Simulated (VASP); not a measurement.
# ZnS (P6_3mc) in VASP: single point with PBE

Aim: the single point of ZnS with PBE.

Everything below comes from runs of VASP 6.6.1. Logs are shortened: lines on timing, memory, paths and dates and some standing lists are left out, and cuts for length are marked.

## 1. The cell of the first run

Symmetry: P6_3mc, No. 186, hexagonal system. Conventional cell: a = 3.847 Å, b = 3.847 Å, c = 18.873 Å, α = 90.00°, β = 90.00°, γ = 120.00°. Within 3.1 Å of Zn (site symmetry 3m) lie 4 S at 2.36 Å. Within 3.1 Å of Zn (site symmetry 3m) lie 4 S at 2.36 Å. Within 3.1 Å of Zn (site symmetry 3m) lie 4 S at 2.36 Å. Within 3.1 Å of S (site symmetry 3m) lie 4 Zn at 2.36 Å. S (site symmetry 3m) has 4 Zn at 2.36 Å within 3.1 Å. Within 3.1 Å of S (site symmetry 3m) lie 4 Zn at 2.36 Å.

## 2. Single point, PBE

The input, INCAR:

```
PREC = Accurate
ENCUT = 520
EDIFF = 1E-6
ISMEAR = -1
SIGMA = 0.02
LREAL = F
LASPH = T
NELM = 100
ALGO = Normal
ISIF = 2
LWAVE = F
LCHARG = F
GGA = PE
NBANDS = 66
```

The input, KPOINTS:

```
Automatic mesh
0
Gamma
  12 12 2
```

The input, POSCAR:

```
ZnS
1.0
    3.8468959591      0.0000000000      0.0000000000
   -1.9234479795      3.3315096263      0.0000000000
    0.0000000000      0.0000000000     18.8727445085
Zn S
6 6
Direct
    0.3333333333      0.6666666667      0.8332754782
    0.6666666667      0.3333333333      0.3332754782
    0.6666666667      0.3333333333      0.6667977294
    0.3333333333      0.6666666667      0.1667977294
    0.0000000000      0.0000000000      0.5000194290
    0.0000000000      0.0000000000      1.0000194290
    0.3333333333      0.6666666667      0.9581469409
    0.6666666667      0.3333333333      0.4581469409
    0.6666666667      0.3333333333      0.7916425965
    0.3333333333      0.6666666667      0.2916425965
    0.0000000000      0.0000000000      0.6251188159
    0.0000000000      0.0000000000      0.1251188159
```

Potentials or basis: VASP PAW PBE potentials, release 64 (Zn, S).

The run is started by

```console
$ cat potpaw_PBE.64/Zn/POTCAR potpaw_PBE.64/S/POTCAR > POTCAR
$ mpirun -np 1 vasp_std > vasp.out
```

OUTCAR:

```text
PREC = Accurate
   ENCUT = 520
   EDIFF = 1E-6
   ISMEAR = -1
   LREAL = F
   LASPH = T
   NELM = 100
   ISIF = 2
   GGA = PE

 ion  position               nearest neighbor table
   1  0.333  0.667  0.833-   9 2.36   9 2.36   9 2.36   7 2.36
   2  0.667  0.333  0.333-  10 2.36  10 2.36  10 2.36   8 2.36
   3  0.667  0.333  0.667-   9 2.36  11 2.36  11 2.36  11 2.36
   4  0.333  0.667  0.167-  10 2.36  12 2.36  12 2.36  12 2.36
   5  0.000  0.000  0.500-   8 2.36   8 2.36   8 2.36  11 2.36
   6  0.000  0.000  0.000-   7 2.36   7 2.36   7 2.36  12 2.36
   7  0.333  0.667  0.958-   1 2.36   6 2.36   6 2.36   6 2.36
   8  0.667  0.333  0.458-   2 2.36   5 2.36   5 2.36   5 2.36
   9  0.667  0.333  0.792-   1 2.36   1 2.36   1 2.36   3 2.36
  10  0.333  0.667  0.292-   2 2.36   2 2.36   2 2.36   4 2.36
  11  0.000  0.000  0.625-   3 2.36   3 2.36   3 2.36   5 2.36
  12  0.000  0.000  0.125-   4 2.36   4 2.36   4 2.36   6 2.36

  LATTYP: Found a hexagonal cell.
 ALAT       =     3.8468959591
 C/A-ratio  =     4.9059669690

  Lattice vectors:

 A1 = (   3.8468959591,   0.0000000000,   0.0000000000)
 A2 = (  -1.9234479795,   3.3315096263,   0.0000000000)
 A3 = (   0.0000000000,   0.0000000000,  18.8727445085)

Analysis of symmetry for initial positions (statically):
=====================================================================
 Subroutine PRICEL returns:
 Original cell was already a primitive cell.

 Routine SETGRP: Setting up the symmetry group for a
 hexagonal supercell.

 Subroutine GETGRP returns: Found 12 space group operations
 (whereof  6 operations were pure point group operations)
 out of a pool of 24 trial point group operations.

The static configuration has the point symmetry C_3v.
 The point group associated with its full space group is C_6v.

Analysis of symmetry for dynamics (positions and initial velocities):
=====================================================================
 Subroutine PRICEL returns:
 Original cell was already a primitive cell.

 Routine SETGRP: Setting up the symmetry group for a
 hexagonal supercell.

 Subroutine GETGRP returns: Found 12 space group operations
 (whereof  6 operations were pure point group operations)
 out of a pool of 24 trial point group operations.

The dynamic configuration has the point symmetry C_3v.
 The point group associated with its full space group is C_6v.

 Subroutine INISYM returns: Found 12 space group operations
 (whereof  6 operations are pure point group operations),
 and found     1 'primitive' translations

----------------------------------------------------------------------------------------

                                     Primitive cell

  volume of cell :     241.8725

  direct lattice vectors                    reciprocal lattice vectors
     3.846895959  0.000000000  0.000000000     0.259949843  0.150082112  0.000000000
    -1.923447979  3.331509626  0.000000000     0.000000000  0.300164223  0.000000000
     0.000000000  0.000000000 18.872744508     0.000000000  0.000000000  0.052986464

  length of vectors
     3.846895959  3.846895959 18.872744508     0.300164223  0.300164223  0.052986464

  position of ions in fractional coordinates (direct lattice)
     0.333333333  0.666666667  0.833275478
     0.666666667  0.333333333  0.333275478
     0.666666667  0.333333333  0.666797729
     0.333333333  0.666666667  0.166797729
     0.000000000  0.000000000  0.500019429
     0.000000000  0.000000000  0.000019429
     0.333333333  0.666666667  0.958146941
     0.666666667  0.333333333  0.458146941
     0.666666667  0.333333333  0.791642596
     0.333333333  0.666666667  0.291642596
     0.000000000  0.000000000  0.625118816
     0.000000000  0.000000000  0.125118816

  ion indices of the primitive-cell ions
   primitive index   ion index
                 1           1
                 2           2
                 3           3
                 4           4
                 5           5
                 6           6
                 7           7
                 8           8
                 9           9
                10          10
                11          11
                12          12

----------------------------------------------------------------------------------------

 KPOINTS: Automatic mesh

Automatic generation of k-mesh.
 Grid dimensions read from file:
 generate k-points for:   12   12    2

 Generating k-lattice:

  Cartesian coordinates                     Fractional coordinates (reciprocal lattice)
     0.021662487  0.012506843  0.000000000     0.083333333  0.000000000  0.000000000
     0.000000000  0.025013685  0.000000000     0.000000000  0.083333333  0.000000000
     0.000000000  0.000000000  0.026493232     0.000000000  0.000000000  0.500000000

  Length of vectors
     0.025013685  0.025013685  0.026493232

  Shift w.r.t. Gamma in fractional coordinates (k-lattice)
     0.000000000  0.000000000  0.000000000

 Subroutine IBZKPT returns following result:
 ===========================================

 Found     38 irreducible k-points:

 Following reciprocal coordinates:
            Coordinates               Weight
  0.000000  0.000000  0.000000      1.000000
  0.083333  0.000000  0.000000      6.000000
  0.166667  0.000000  0.000000      6.000000
  0.250000  0.000000  0.000000      6.000000
  0.333333  0.000000  0.000000      6.000000
  0.416667  0.000000  0.000000      6.000000
[... 16 lines left out ...]
  0.250000  0.000000  0.500000      6.000000
  0.333333  0.000000  0.500000      6.000000
 [... further k-points ...]
   k-points           NKPTS =     38   k-points in BZ     NKDIM =     38   number of bands    NBANDS=     66
   number of dos      NEDOS =    301   number of ions     NIONS =     12
   total plane-waves  NPLWV = 126000
   dimension x,y,z NGX =    30 NGY =   30 NGZ =  140
   dimension x,y,z NGXF=    60 NGYF=   60 NGZF=  280
   ions per type =               6   6
   NGX,Y,Z   is equivalent  to a cutoff of  12.96, 12.96, 12.33 a.u.
   NGXF,Y,Z  is equivalent  to a cutoff of  25.93, 25.93, 24.66 a.u.
 SYSTEM =  unknown system
   PREC   = accura    normal or accurate (medium, high low for compatibility)
   ISTART =      0    job   : 0-new  1-cont  2-samecut
   ICHARG =      2    charge: 1-file 2-atom 10-const
   ISPIN  =      1    spin polarized calculation?
   LNONCOLLINEAR =      F non collinear calculations
   LSORBIT =      F    spin-orbit coupling
   LASPH  =      T    aspherical Exc in radial PAW
   ENCUT  =  520.0 eV  38.22 Ry    6.18 a.u.   7.15  7.15 35.09*2*pi/ulx,y,z
   NELM   =    100;   NELMIN=  2; NELMDL= -5     # of ELM steps
   EDIFF  = 0.1E-05   stopping-criterion for ELM
   LREAL  =      F    real-space projection
   EDIFFG = 0.1E-04   stopping-criterion for IOM
   NSW    =      0    number of steps for IOM
   IBRION =     -1    ionic relax: 0-MD 1-quasi-New 2-CG
   NFREE  =      0    steps in history (QN), initial steepest desc. (CG)
   ISIF   =      2    stress and relaxation
   ISYM   =      2    0-nonsym 1-usesym 2-fastsym
   POTIM  = 0.5000    time-step for ionic-motion
   TEBEG  =    0.0;   TEEND  =   0.0 temperature during run
   PSTRESS=    0.0 pullay stress
   NELECT =     108.0000    total number of electrons
   NUPDOWN=      -1.0000    fix difference up-down
   EMIN   =  10.00;   EMAX   =-10.00  energy-range for DOS
   EFERMI =   0.00;   METHOD = LEGACY
   ISMEAR =    -1;   SIGMA  =   0.02  broadening in eV -4-tet -1-fermi 0-gaus
   EFERMI_NEDOS =   21; number of points for ismear=-14 and -15
   IALGO  =     38    algorithm
   IMIX   =      4    mixing-type and parameters
     AMIX     =   0.40;   BMIX     =  1.00
     AMIX_MAG =   1.60;   BMIX_MAG =  1.00
  volume/ion in A,a.u.               =      20.16       136.02
  Fermi-wavevector in a.u.,A,eV,Ry     =   1.251278  2.364573 21.302604  1.565697
  Thomas-Fermi vector in A             =   2.385233
   LORBIT       =      0    0 simple, 1 ext, 2 COOP (PROOUT), +10 PAW based schemes
   GGA     = PE    functional components
   LHFCALC =     F    Hartree Fock is set to
   AEXX    =    0.0000 exact exchange contribution
   IVDW    =     0    specifies the selected vdW correction
   LEPSILON=     F    determine dielectric tensor
   LRPA    =     F    only Hartree local field effects (RPA)
 non-spin polarized calculation
  energy-cutoff  :      520.00
  volume of cell :      241.87
 maximum number of plane-waves:      6564
 NGX is ok and might be reduce to    30
   NGX = 15   NGY = 15   NGZ = 71

 number of electron     108.0000067 magnetization

 Free energy of the ion-electron system (eV)
  ---------------------------------------------------
  ext. energy  EPLUGINS =         0.00000000
  ---------------------------------------------------
  free energy    TOTEN  =       -41.10509231 eV

  energy without entropy =      -41.10509231  energy(sigma->0) =      -41.10509231

 E-fermi :   2.3038     XC(G=0):  -9.5271

 val. band max:        1.9144312504   @ k =   0.0000   0.0000   0.0000
 cond. band min:       3.9568282196   @ k =   0.0000   0.0000   0.0000
 fundamental gap:      2.0423969692
 Fermi energy:         2.3037889018

 k-point     1 :       0.0000    0.0000    0.0000
  band No.  band energies     occupation
      1     -11.0868      2.00000
      2     -10.8954      2.00000
      3     -10.8873      2.00000
      4     -10.4553      2.00000
      5     -10.4458      2.00000
      6     -10.1975      2.00000
[... 58 lines left out ...]
     65       8.3774      0.00000
     66       8.5101      0.00000

 k-point     2 :       0.0833    0.0000    0.0000
  band No.  band energies     occupation
      1     -11.0415      2.00000
      2     -10.8536      2.00000
      3     -10.8456      2.00000
      4     -10.4233      2.00000
      5     -10.4137      2.00000
      6     -10.1722      2.00000
[... 58 lines left out ...]
     65       8.4764      0.00000
     66       8.5180      0.00000

 k-point     3 :       0.1667    0.0000    0.0000
  band No.  band energies     occupation
      1     -10.9119      2.00000
      2     -10.7351      2.00000
      3     -10.7272      2.00000
      4     -10.3346      2.00000
      5     -10.3249      2.00000
      6     -10.1040      2.00000
[... 1438 lines left out ...]
     65       8.6918      0.00000
     66       8.6922      0.00000

 k-point    24 :       0.3333    0.0000    0.5000
  band No.  band energies     occupation
      1     -10.4584      2.00000
      2     -10.4584      2.00000
      3     -10.2252      2.00000
      4     -10.2252      2.00000
      5      -9.9767      2.00000
      6      -9.9767      2.00000
[... 58 lines left out ...]
     65       8.6693      0.00000
     66       8.6694      0.00000

 [... further k-points ...]

------------------------ aborting loop because EDIFF is reached ----------------------------------------

  FORCE on cell =-STRESS in cart. coord.  units (eV):
  Direction    XX          YY          ZZ          XY          YZ          ZX
  --------------------------------------------------------------------------------------
  -------------------------------------------------------------------------------------
  Total        0.3287042      0.3287042      0.3385685      0.0000000      0.0000000     -0.0000000
  in kB        2.1773549      2.1773549      2.2426965      0.0000000      0.0000000     -0.0000000
  external PRESSURE =       2.1991354 kB  Pullay stress =       0.0000000 kB

 VOLUME and BASIS-vectors are now :
 -----------------------------------------------------------------------------
  energy-cutoff  :      520.00
  volume of cell :      241.87
      direct lattice vectors                 reciprocal lattice vectors
     3.846895959  0.000000000  0.000000000     0.259949843  0.150082112  0.000000000
    -1.923447979  3.331509626  0.000000000     0.000000000  0.300164223  0.000000000
     0.000000000  0.000000000 18.872744508     0.000000000  0.000000000  0.052986464

 POSITION                                       TOTAL-FORCE (eV/Angst)
 -----------------------------------------------------------------------------------
     -0.00000      2.22101     15.72620        -0.000000      0.000000     -0.003103
      1.92345      1.11050      6.28982        -0.000000     -0.000000     -0.003103
      1.92345      1.11050     12.58430        -0.000000     -0.000000      0.001230
     -0.00000      2.22101      3.14793         0.000000      0.000000      0.001230
      0.00000      0.00000      9.43674         0.000000      0.000000      0.000155
      0.00000      0.00000      0.00037        -0.000000      0.000000      0.000155
     -0.00000      2.22101     18.08286        -0.000000      0.000000      0.000266
      1.92345      1.11050      8.64649         0.000000      0.000000      0.000266
      1.92345      1.11050     14.94047        -0.000000      0.000000      0.000921
     -0.00000      2.22101      5.50410        -0.000000     -0.000000      0.000921
      0.00000      0.00000     11.79771         0.000000     -0.000000      0.000531
      0.00000      0.00000      2.36134        -0.000000      0.000000      0.000531
 -----------------------------------------------------------------------------------
    total drift:                               -0.000001     -0.000001     -0.000183

  FREE ENERGIE OF THE ION-ELECTRON SYSTEM (eV)
  ---------------------------------------------------
  free  energy   TOTEN  =       -41.1050923102 eV

  energy  without entropy=      -41.1050923102  energy(sigma->0) =      -41.10509231
```

Run time: 14 min. Hardware: 1 thread of Intel Xeon Platinum 8259CL at 2.50GHz (Skylake/Cascade Lake), shared host; peak memory 0.62 GiB.

Results:

```yaml
Free_energy: -41.1051 eV
Pressure: 0.2 GPa
Largest_force: 0.003 eV/Å
Band_gap_on_the_k_mesh: 2.04 eV
```

Forces in eV/Å, atoms in the order of the input:
```
Zn   0.000  0.000 -0.003
Zn   0.000  0.000 -0.003
Zn   0.000  0.000  0.001
Zn   0.000  0.000  0.001
Zn   0.000  0.000  0.000
Zn   0.000  0.000  0.000
S    0.000  0.000  0.000
S    0.000  0.000  0.000
S    0.000  0.000  0.001
S    0.000  0.000  0.001
S    0.000  0.000  0.001
S    0.000  0.000  0.001
```

Levels at points of the mesh, in eV from the valence-band top:
```
           k point  band 52  band 53  band 54  band 55  band 56  band 57
(0.00, 0.00, 0.00)    -0.03     0.00     0.00     2.04     3.12     3.20
(0.50, 0.00, 0.00)    -1.21    -1.05    -0.84     3.40     3.58     3.63
(0.00, 0.00, 0.50)    -0.06    -0.06    -0.06     2.52     2.52     3.23
(0.50, 0.00, 0.50)    -1.17    -0.94    -0.94     3.36     3.36     3.86
```

A k mesh can miss the band edges.
